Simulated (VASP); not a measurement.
# In (P6_3/mmc) in VASP: further runs

Runs on In. Level: LDA. Tasks: single point.

Everything below comes from runs of VASP 6.6.1. Logs are shortened: lines on timing, memory, paths and dates and some standing lists are left out, and cuts for length are marked.

## 1. The cell of the first run

Symmetry: P6_3/mmc, No. 194, hexagonal system. The conventional cell has a = 3.292 Å, b = 3.292 Å, c = 5.250 Å, α = 90.00°, β = 90.00°, γ = 120.00°. Within 4.3 Å of In (site symmetry -6m2) lie 12 In at 3.24 to 3.29 Å.

This isn't the form of In at room conditions, which is tetragonal.

## 2. Single point, LDA

File INCAR:

```
ALGO = Normal
EDIFF = 1E-6
ENCUT = 520
GGA = CA
ISIF = 2
ISMEAR = -1
LASPH = T
LCHARG = T
LELF = T
LREAL = F
LVHAR = T
LWAVE = F
NBANDS = 20
NELM = 60
PREC = Accurate
SIGMA = 0.1
```

File KPOINTS:

```
k-points
0
Gamma
  14 14 7
```

File POSCAR:

```
In
1.0
    3.2924997585      0.0000000000      0.0000000000
   -1.6462498793      2.8513884328      0.0000000000
    0.0000000000      0.0000000000      5.2496693929
In
2
Direct
    0.3333333333      0.6666666667      0.2500000000
    0.6666666667      0.3333333333      0.7500000000
```

Potentials or basis: VASP PAW LDA potentials, release 64 (In_d).

Command:

```sh
cat potpaw_LDA.64/In_d/POTCAR > POTCAR
mpirun -np 1 vasp_std > vasp.out
```

OUTCAR:

```text
EDIFF = 1E-6
   ENCUT = 520
   GGA = CA
   ISIF = 2
   ISMEAR = -1
   LASPH = T
   LREAL = F
   NELM = 60
   PREC = Accurate

 ion  position               nearest neighbor table
   1  0.333  0.667  0.250-   2 3.24   2 3.24   2 3.24   2 3.24   2 3.24   2 3.24
   2  0.667  0.333  0.750-   1 3.24   1 3.24   1 3.24   1 3.24   1 3.24   1 3.24

  LATTYP: Found a hexagonal cell.
 ALAT       =     3.2924997585
 C/A-ratio  =     1.5944327344

  Lattice vectors:

 A1 = (   3.2924997585,   0.0000000000,   0.0000000000)
 A2 = (  -1.6462498793,   2.8513884328,   0.0000000000)
 A3 = (   0.0000000000,   0.0000000000,   5.2496693929)

Analysis of symmetry for initial positions (statically):
=====================================================================
 Subroutine PRICEL returns:
 Original cell was already a primitive cell.

 Routine SETGRP: Setting up the symmetry group for a
 hexagonal supercell.

 Subroutine GETGRP returns: Found 24 space group operations
 (whereof 12 operations were pure point group operations)
 out of a pool of 24 trial point group operations.

The static configuration has the point symmetry D_3d.
 The point group associated with its full space group is D_6h.

Analysis of symmetry for dynamics (positions and initial velocities):
=====================================================================
 Subroutine PRICEL returns:
 Original cell was already a primitive cell.

 Routine SETGRP: Setting up the symmetry group for a
 hexagonal supercell.

 Subroutine GETGRP returns: Found 24 space group operations
 (whereof 12 operations were pure point group operations)
 out of a pool of 24 trial point group operations.

The dynamic configuration has the point symmetry D_3d.
 The point group associated with its full space group is D_6h.

 Subroutine INISYM returns: Found 24 space group operations
 (whereof 12 operations are pure point group operations),
 and found     1 'primitive' translations

----------------------------------------------------------------------------------------

                                     Primitive cell

  volume of cell :      49.2849

  direct lattice vectors                    reciprocal lattice vectors
     3.292499758  0.000000000  0.000000000     0.303720599  0.175353170  0.000000000
    -1.646249879  2.851388433  0.000000000     0.000000000  0.350706340  0.000000000
     0.000000000  0.000000000  5.249669393     0.000000000  0.000000000  0.190488186

  length of vectors
[... 78 lines left out ...]
   LSORBIT =      F    spin-orbit coupling
   LASPH  =      T    aspherical Exc in radial PAW
   ENCUT  =  520.0 eV  38.22 Ry    6.18 a.u.   6.12  6.12  9.76*2*pi/ulx,y,z
   NELM   =     60;   NELMIN=  2; NELMDL= -5     # of ELM steps
   EDIFF  = 0.1E-05   stopping-criterion for ELM
   LREAL  =      F    real-space projection
   EDIFFG = 0.1E-04   stopping-criterion for IOM
   NSW    =      0    number of steps for IOM
   IBRION =     -1    ionic relax: 0-MD 1-quasi-New 2-CG
   NFREE  =      0    steps in history (QN), initial steepest desc. (CG)
   ISIF   =      2    stress and relaxation
   ISYM   =      2    0-nonsym 1-usesym 2-fastsym
   POTIM  = 0.5000    time-step for ionic-motion
   TEBEG  =    0.0;   TEEND  =   0.0 temperature during run
   PSTRESS=    0.0 pullay stress
   NELECT =      26.0000    total number of electrons
   NUPDOWN=      -1.0000    fix difference up-down
   EMIN   =  10.00;   EMAX   =-10.00  energy-range for DOS
   EFERMI =   0.00;   METHOD = LEGACY
   ISMEAR =    -1;   SIGMA  =   0.10  broadening in eV -4-tet -1-fermi 0-gaus
   EFERMI_NEDOS =   21; number of points for ismear=-14 and -15
   IALGO  =     38    algorithm
   IMIX   =      4    mixing-type and parameters
     AMIX     =   0.40;   BMIX     =  1.00
     AMIX_MAG =   1.60;   BMIX_MAG =  1.00
  volume/ion in A,a.u.               =      24.64       166.30
  Fermi-wavevector in a.u.,A,eV,Ry     =   1.322801  2.499732 23.807516  1.749803
  Thomas-Fermi vector in A             =   2.452456
   LORBIT       =      0    0 simple, 1 ext, 2 COOP (PROOUT), +10 PAW based schemes
   GGA     = CA    functional components
   LHFCALC =     F    Hartree Fock is set to
   AEXX    =    0.0000 exact exchange contribution
   IVDW    =     0    specifies the selected vdW correction
   LEPSILON=     F    determine dielectric tensor
   LRPA    =     F    only Hartree local field effects (RPA)
 non-spin polarized calculation
  energy-cutoff  :      520.00
  volume of cell :       49.28
 maximum number of plane-waves:      1344
   NGX = 13   NGY = 13   NGZ = 19

 number of electron      26.0000020 magnetization

 Free energy of the ion-electron system (eV)
  ---------------------------------------------------
  ext. energy  EPLUGINS =         0.00000000
  ---------------------------------------------------
  free energy    TOTEN  =        -6.42783470 eV

  energy without entropy =       -6.39871073  energy(sigma->0) =       -6.41327272

 E-fermi :   7.9393     XC(G=0): -10.8150

 val. band max:        7.9250737356   @ k =   0.2143   0.2143   0.0000
 cond. band min:       7.9470953316   @ k =   0.2857   0.2857   0.4286
 fundamental gap:      0.0220215961
 Fermi energy:         7.9392968049

 k-point     1 :       0.0000    0.0000    0.0000
  band No.  band energies     occupation
      1      -6.7902      2.00000
      2      -6.6755      2.00000
      3      -6.6616      2.00000
      4      -6.6616      2.00000
      5      -6.6231      2.00000
      6      -6.6231      2.00000
[... 541 lines left out ...]
     19      13.9594      0.00000
     20      22.8680      0.00000

 [... further k-points ...]

------------------------ aborting loop because EDIFF is reached ----------------------------------------

  FORCE on cell =-STRESS in cart. coord.  units (eV):
  Direction    XX          YY          ZZ          XY          YZ          ZX
  --------------------------------------------------------------------------------------
  -------------------------------------------------------------------------------------
  Total        0.1151047      0.1151047      0.1279390     -0.0000000     -0.0000000      0.0000000
  in kB        3.7418784      3.7418784      4.1591007     -0.0000000     -0.0000000      0.0000000
  external PRESSURE =       3.8809525 kB  Pullay stress =       0.0000000 kB

 VOLUME and BASIS-vectors are now :
 -----------------------------------------------------------------------------
  energy-cutoff  :      520.00
  volume of cell :       49.28
      direct lattice vectors                 reciprocal lattice vectors
     3.292499758  0.000000000  0.000000000     0.303720599  0.175353170  0.000000000
    -1.646249879  2.851388433  0.000000000     0.000000000  0.350706340  0.000000000
     0.000000000  0.000000000  5.249669393     0.000000000  0.000000000  0.190488186

 POSITION                                       TOTAL-FORCE (eV/Angst)
 -----------------------------------------------------------------------------------
     -0.00000      1.90093      1.31242        -0.000000      0.000000      0.000000
      1.64625      0.95046      3.93725         0.000000     -0.000000      0.000000
 -----------------------------------------------------------------------------------
    total drift:                               -0.000000      0.000000      0.000000

  FREE ENERGIE OF THE ION-ELECTRON SYSTEM (eV)
  ---------------------------------------------------
  free  energy   TOTEN  =        -6.4278347021 eV

  energy  without entropy=       -6.3987107280  energy(sigma->0) =       -6.41327272
```

stdout:

```text
POSCAR found type information on POSCAR In
 POSCAR found :  1 types and       2 ions
 scaLAPACK will be used
 LDA part: xc-table for (Slater(with rela. corr.)+CA(PZ))
 , standard interpolation
 POSCAR, INCAR and KPOINTS ok, starting setup
 FFT: planning ... GRIDC
 FFT: planning ... GRID_SOFT
 FFT: planning ... GRID
 WAVECAR not read
 entering main loop
```

Wall time 20 s (1 thread of Intel Xeon 6975P-C (Granite Rapids), shared host); peak memory 0.19 GiB.

What came out:

* Free energy: -6.4278 eV
* Pressure: 0.4 GPa
* Band gap on the k mesh: zero (bands 13 and 14 overlap by 5.44 eV)

Levels at points of the mesh, in eV from the Fermi level:
| k point | band 9 | band 10 | band 11 | band 12 | band 13 | band 14 | band 15 | band 16 | band 17 | band 18 |
| --- | --- | --- | --- | --- | --- | --- | --- | --- | --- | --- |
| (0.00, 0.00, 0.00) | -14.26 | -14.26 | -10.01 | -4.15 | -3.55 | 8.32 | 8.32 | 10.34 | 10.34 | 10.91 |
| (0.50, 0.00, 0.00) | -14.23 | -14.23 | -5.17 | -4.47 | 0.47 | 0.57 | 0.88 | 3.10 | 3.87 | 7.64 |

Caveat: spin-orbit coupling is left out, which moves the levels of the heavy elements.

## 3. Single point, LDA

File INCAR:

```
SYSTEM = In
PREC = Accurate ; ENCUT = 520
EDIFF = 1E-6 ; ISMEAR = -1
SIGMA = 0.1 ; LREAL = .False.
LASPH = .True. ; NELM = 100
ALGO = Normal ; ISIF = 2
LWAVE = .False. ; LCHARG = .True.
LELF = .True. ; LVHAR = .True.
NBANDS = 20
```

File KPOINTS:

```
Automatic mesh
0
Gamma
  14 14 7
  0 0 0
```

POSCAR is that of step 2.

Potentials or basis: VASP PAW LDA potentials, release 64 (In_d).

Command:

```sh
cat potpaw_LDA.64/In_d/POTCAR > POTCAR
mpirun -np 1 vasp_std > vasp.out
```

Run time: 20 s. Hardware: 1 thread of Intel Xeon 6975P-C (Granite Rapids), shared host; peak memory 0.19 GiB.

Results (log left out):

- Free energy: -6.4278 eV
- Pressure: 0.4 GPa
- Band gap on the k mesh: zero (bands 13 and 14 overlap by 5.44 eV)

Levels at points of the mesh, in eV from the Fermi level:
| k point | band 9 | band 10 | band 11 | band 12 | band 13 | band 14 | band 15 | band 16 | band 17 | band 18 |
| --- | --- | --- | --- | --- | --- | --- | --- | --- | --- | --- |
| (0.00, 0.00, 0.00) | -14.26 | -14.26 | -10.01 | -4.15 | -3.55 | 8.32 | 8.32 | 10.34 | 10.34 | 10.91 |
| (0.50, 0.00, 0.00) | -14.23 | -14.23 | -5.17 | -4.47 | 0.47 | 0.57 | 0.88 | 3.10 | 3.87 | 7.64 |

Caveat: spin-orbit coupling is left out, which moves the levels of the heavy elements.

The gap in the log of VASP goes by the Fermi energy; the results here count the filled bands.